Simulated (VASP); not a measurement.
# Ag (Fd-3m) in VASP: notebook, part 2 of 2

VASP 6.6.1. Earlier steps stand in the parts before.

### 5 Relaxation of cell and atoms, PBE, target pressure 31 GPa, at which the enthalpy is minimised

INCAR

```
ALGO     = Normal         # electronic algorithm
EDIFF    = 1E-6           # SCF threshold, eV
EDIFFG   = -0.005         # ionic threshold
ENCUT    = 600            # plane-wave cutoff, eV
GGA      = PE             # functional
IBRION   = 2              # ionic algorithm
ISIF     = 3              # what is computed and relaxed
ISMEAR   = -1             # smearing method
LASPH    = T              # aspherical terms in the spheres
LCHARG   = F              # write CHGCAR
LREAL    = F              # projectors in reciprocal space
LWAVE    = F              # write WAVECAR
NELM     = 100            # most SCF steps
NSW      = 32             # ionic steps
PREC     = Accurate       # precision mode
PSTRESS  = 310.0        
SIGMA    = 0.08           # smearing width, eV
```

KPOINTS

```
k-points
0
Gamma
  13 13 13
```

POSCAR

```
Ag
1.0
    0.0000000000      2.7519505866      2.7519505866
    2.7519505866      0.0000000000      2.7519505866
    2.7519505866      2.7519505866      0.0000000000
Ag
2
Direct
   -0.1250000000     -0.1250000000     -0.1250000000
    0.1250000000      0.1250000000      0.1250000000
```

Potentials or basis: VASP PAW PBE potentials, release 64 (Ag).

The run is started by

```sh
cat potpaw_PBE.64/Ag/POTCAR > POTCAR
mpirun -np 1 vasp_std > vasp.out
```

OUTCAR:

```text
EDIFF = 1E-6
   EDIFFG = -0.005
   ENCUT = 600
   GGA = PE
   IBRION = 2
   ISIF = 3
   ISMEAR = -1
   LASPH = T
   LREAL = F
   NELM = 100
   NSW = 32
   PREC = Accurate
   PSTRESS = 310.0

 ion  position               nearest neighbor table
   1  0.875  0.875  0.875-   2 2.38   2 2.38   2 2.38   2 2.38
   2  0.125  0.125  0.125-   1 2.38   1 2.38   1 2.38   1 2.38

  LATTYP: Found a face centered cubic cell.
 ALAT       =     5.5039011732

  Lattice vectors:

 A1 = (   0.0000000000,   2.7519505866,   2.7519505866)
 A2 = (   2.7519505866,   0.0000000000,   2.7519505866)
 A3 = (   2.7519505866,   2.7519505866,   0.0000000000)

Analysis of symmetry for initial positions (statically):
=====================================================================
 Subroutine PRICEL returns:
 Original cell was already a primitive cell.

 Routine SETGRP: Setting up the symmetry group for a
 face centered cubic supercell.

 Subroutine GETGRP returns: Found 48 space group operations
 (whereof 12 operations were pure point group operations)
 out of a pool of 48 trial point group operations.

The static configuration has the point symmetry D_3d.
 The point group associated with its full space group is O_h .

Analysis of symmetry for dynamics (positions and initial velocities):
=====================================================================
 Subroutine PRICEL returns:
 Original cell was already a primitive cell.

 Routine SETGRP: Setting up the symmetry group for a
 face centered cubic supercell.

 Subroutine GETGRP returns: Found 48 space group operations
 (whereof 12 operations were pure point group operations)
 out of a pool of 48 trial point group operations.

The dynamic configuration has the point symmetry D_3d.
 The point group associated with its full space group is O_h .

 Subroutine INISYM returns: Found 48 space group operations
 (whereof 12 operations are pure point group operations),
 and found     1 'primitive' translations

[... 125 lines left out ...]
 conjugate gradient relaxation of ions
 non-spin polarized calculation
  energy-cutoff  :      600.00
  volume of cell :       41.68
 maximum number of plane-waves:      1411
   NGX = 15   NGY = 15   NGZ = 15

--------------------------------------- Ionic step        1  -------------------------------------------

 number of electron      21.9999998 magnetization

 Free energy of the ion-electron system (eV)
  ---------------------------------------------------
  ext. energy  EPLUGINS =         0.00000000
  ---------------------------------------------------
  free energy    TOTEN  =        -2.69816889 eV

  energy without entropy =       -2.68446176  energy(sigma->0) =       -2.69131532

------------------------ aborting loop because EDIFF is reached ----------------------------------------

  FORCE on cell =-STRESS in cart. coord.  units (eV):
  Direction    XX          YY          ZZ          XY          YZ          ZX
  --------------------------------------------------------------------------------------
  -------------------------------------------------------------------------------------
  Total        7.9372040      7.9372040      7.9372040     -0.0000000     -0.0000000     -0.0000000
  in kB      305.0887804    305.0887804    305.0887804     -0.0000000     -0.0000000     -0.0000000
  external PRESSURE =      -4.9112196 kB  Pullay stress =     310.0000000 kB
[... 63 lines left out ...]
--------------------------------------- Ionic step        3  -------------------------------------------

 number of electron      21.9999998 magnetization

 Free energy of the ion-electron system (eV)
  ---------------------------------------------------
  ext. energy  EPLUGINS =         0.00000000
  ---------------------------------------------------
  free energy    TOTEN  =        -2.67425065 eV

  energy without entropy =       -2.66050269  energy(sigma->0) =       -2.66737667

 E-fermi :   6.1306     XC(G=0): -10.7559

 val. band max:        6.1148743954   @ k =  -0.3077   0.3846   0.1538
 cond. band min:       6.1370963046   @ k =  -0.3846   0.3846   0.0769
 fundamental gap:      0.0222219093
 Fermi energy:         6.1306486053

 k-point     1 :       0.0000    0.0000    0.0000
  band No.  band energies     occupation
      1      -0.4033      2.00000
      2       0.1119      2.00000
      3       0.1119      2.00000
      4       0.2403      2.00000
      5       0.2403      2.00000
      6       0.2403      2.00000
      7       2.3380      2.00000
      8       2.3380      2.00000
      9       2.3380      2.00000
     10       3.4999      2.00000
     11       3.4999      2.00000
     12      17.3639      0.00000
     13      17.3639      0.00000
     14      17.3639      0.00000
[... 401 lines left out ...]
      2       0.0894      2.00000
      3       0.1513      2.00000
      4       0.6145      2.00000
      5       0.8686      2.00000
      6       1.0055      2.00000
      7       2.0804      2.00000
      8       2.5715      2.00000
      9       3.3156      2.00000
     10       3.5331      2.00000
     11       4.0657      2.00000
     12       7.0880      0.00001
     13      12.3012      0.00000
     14      12.6058      0.00000
     15      15.4677      0.00000

 [... further k-points ...]
[... 5 lines left out ...]
  --------------------------------------------------------------------------------------
  -------------------------------------------------------------------------------------
  Total        8.0388068      8.0388068      8.0388068     -0.0000000     -0.0000000     -0.0000000
  in kB      309.9207271    309.9207271    309.9207271     -0.0000000     -0.0000000     -0.0000000
  external PRESSURE =      -0.0792729 kB  Pullay stress =     310.0000000 kB
[... 21 lines left out ...]
  energy  without entropy=       -2.6605026937  energy(sigma->0) =       -2.66737667

  enthalpy is  TOTEN    =         5.3666123411 eV   P V=        8.0408629931

 reached required accuracy - stopping structural energy minimisation
```

OSZICAR:

```text
N       E                     dE             d eps       ncg     rms          rms(c)
DAV:   1     0.129967076185E+03    0.12997E+03   -0.12592E+04  2520   0.158E+03
DAV:   2    -0.139267135172E+01   -0.13136E+03   -0.12633E+03  2639   0.302E+02
DAV:   3    -0.303533004882E+01   -0.16427E+01   -0.16399E+01  2940   0.402E+01
[... 20 lines left out ...]
DAV:   2    -0.267462501763E+01    0.11586E-01   -0.39336E-02  2576   0.209E+00    0.262E-01
DAV:   3    -0.267432979908E+01    0.29522E-03   -0.70104E-04  2702   0.242E-01    0.175E-01
DAV:   4    -0.267424944555E+01    0.80354E-04   -0.15945E-04  2618   0.100E-01    0.916E-03
DAV:   5    -0.267425047921E+01   -0.10337E-05   -0.14614E-05  2618   0.379E-02    0.559E-03
DAV:   6    -0.267425065198E+01   -0.17277E-06   -0.16807E-06  1906   0.142E-02
   3 F= 0.53666123E+01 E0= 0.53734863E+01  d E =-.193331E-03
```

CONTCAR:

```text
Ag
   1.00000000000000
    -0.0000000000000000    2.7492053796718099    2.7492053796718099
     2.7492053796718099   -0.0000000000000000    2.7492053796718099
     2.7492053796718099    2.7492053796718099   -0.0000000000000000
  Ag
     2
Direct
     0.8750000000000000    0.8750000000000000    0.8750000000000000
     0.1250000000000000    0.1250000000000000    0.1250000000000000

  0.00000000E+00  0.00000000E+00  0.00000000E+00
  0.00000000E+00  0.00000000E+00  0.00000000E+00
```

Run time: 99 s. Hardware: 1 thread of AMD EPYC 9R45 (Zen 5), shared host; peak memory 0.18 GiB.

What came out:

```
Free energy                                            : -2.6743 eV
Relaxed volume                                         : 20.78 Å³/atom
Relaxed cell                                           : a = 3.888 Å, b = 3.888 Å, c = 3.888 Å, α = 60.00°, β = 60.00°, γ = 60.00°
Space group after relaxing (to 0.05 Å)                 : Fd-3m (No. 227)
Energy change on relaxing (the enthalpy is what falls) : +12.0 meV/atom
Ionic steps                                            : 3
Pressure after relaxing                                : 31.0 GPa
Band gap on the k mesh                                 : zero (band 11 reaches 6.74 eV, above the bottom of band 12 at 5.65 eV)
```

The path:
| step | energy change (eV) | largest force (eV/Å) | pressure (GPa) | volume (Å³) |
| --- | --- | --- | --- | --- |
| 1 | 0.0000 | 0.0000 | 30.51 | 41.68 |
| 2 | 0.0750 | 0.0000 | 32.10 | 41.30 |
| 3 | 0.0239 | 0.0000 | 30.99 | 41.56 |

Final structure:
```
CELL_PARAMETERS angstrom
0.00000 2.74921 2.74921
2.74921 0.00000 2.74921
2.74921 2.74921 0.00000
ATOMIC_POSITIONS crystal
Ag 0.87500 0.87500 0.87500
Ag 0.12500 0.12500 0.12500
```

Caveat: the cell is relaxed towards a set pressure, so the enthalpy falls and the energy may rise.

### 6 The runs side by side

| task | cell | cutoff (eV) | gap on the mesh (eV) | pressure (GPa) |
| --- | --- | --- | --- | --- |
| single point | a = 3.892 Å, angles 60.0°, 2 atoms | 520 | none | 30.4 |
| relaxation of cell and atoms | relaxed to 31 GPa from a = 3.640 Å, angles 60.0°, 2 atoms | 600 | none | 31.0 |
| relaxation of cell and atoms | relaxed to 31 GPa from a = 3.892 Å, angles 60.0°, 2 atoms | 600 | none | 31.0 |

Alike in all rows: level PBE; potentials or basis VASP PAW PBE potentials, release 64 (Ag); no spin polarisation; k mesh 13 × 13 × 13; smearing fermi-dirac 0.08 eV.

Caveats: the cell is relaxed towards a set pressure, so the enthalpy falls and the energy may rise (some runs); the volume moved by over 15 % at a fixed basis, so the end points are rough (some runs).

Absolute energies hang on the potentials; compare differences alone.
